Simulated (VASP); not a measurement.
Write the native input for VASP 6.6.1 that does the following.

```
Task                   : relaxation of cell and atoms
Functional             : PBE
Potentials or basis    : VASP PAW PBE potentials, release 64 (Sn_d, Te, O)
Cutoff                 : 600 eV
k mesh                 : 6 × 6 × 2
Occupations            : gaussian, width 0.1 eV
Spin                   : no spin polarisation
Dipole correction      : no
Further INCAR settings : ALGO = Normal; EDIFF = 1e-06; IBRION = 2; EDIFFG = -0.04; NSW = 90; ISIF = 3
```

The structure of Sn3TeO2 lies in POSCAR:

```
Sn3TeO2
1.0
    3.5040037900      0.0000000000      0.0000000000
    0.0000000000      3.5040037900      0.0000000000
    0.0000000000      0.0000000000     10.4759489900
Sn Te O
3 1 2
Direct
    0.5000000000      0.5000000000      0.1837450000
    0.5000000000      0.5000000000      0.5000000000
    0.5000000000      0.5000000000      0.8162550000
    0.0000000000      0.0000000000      0.0000000000
    0.0000000000      0.0000000000      0.3342649900
    0.0000000000      0.0000000000      0.6657350100
```

The cell was built from a structure type or drawn by symmetry, and may not be a known phase.

The input as run:

INCAR

```
SYSTEM = Sn3TeO2
PREC = Accurate ; ENCUT = 600
EDIFF = 1E-6 ; ISMEAR = 0
SIGMA = 0.1 ; LREAL = .False.
LASPH = .True. ; NELM = 60
ALGO = Normal ; ISIF = 3
LWAVE = .False. ; LCHARG = .False.
GGA = PE ; IBRION = 2
NSW = 90 ; EDIFFG = -0.04
```

KPOINTS

```
Automatic mesh
0
Gamma
  6 6 2
  0 0 0
```

Potentials or basis: VASP PAW PBE potentials, release 64 (Sn_d, Te, O).

Launch:

```console
$ cat potpaw_PBE.64/Sn_d/POTCAR potpaw_PBE.64/Te/POTCAR potpaw_PBE.64/O/POTCAR > POTCAR
$ mpirun -np 1 vasp_std > vasp.out
```

It gave:

The relaxed volume is 21.84 Å³/atom, the relaxed cell is a = 3.134 Å, b = 3.134 Å, c = 13.341 Å, α = 90.00°, β = 90.00°, γ = 90.00° and the space group after relaxing (to 0.1 Å) is P4/mmm (No. 123). The energy gained by relaxing is 314.9 meV/atom and the ionic steps are 37. The pressure after relaxing is 0.1 GPa and the largest force after relaxing is 0.036 eV/Å. The band gap on the k mesh is zero (bands 30 and 31 overlap by 2.73 eV).

Caveat: a cell axis changed by over 15 % at a fixed basis, so the end point is rough; spin-orbit coupling is left out, which moves the levels of the heavy elements.

Wall time 31 min on 1 thread of Intel(R) Xeon(R) Platinum 8488C (Sapphire Rapids), on a shared host, peak memory 0.33 GiB.
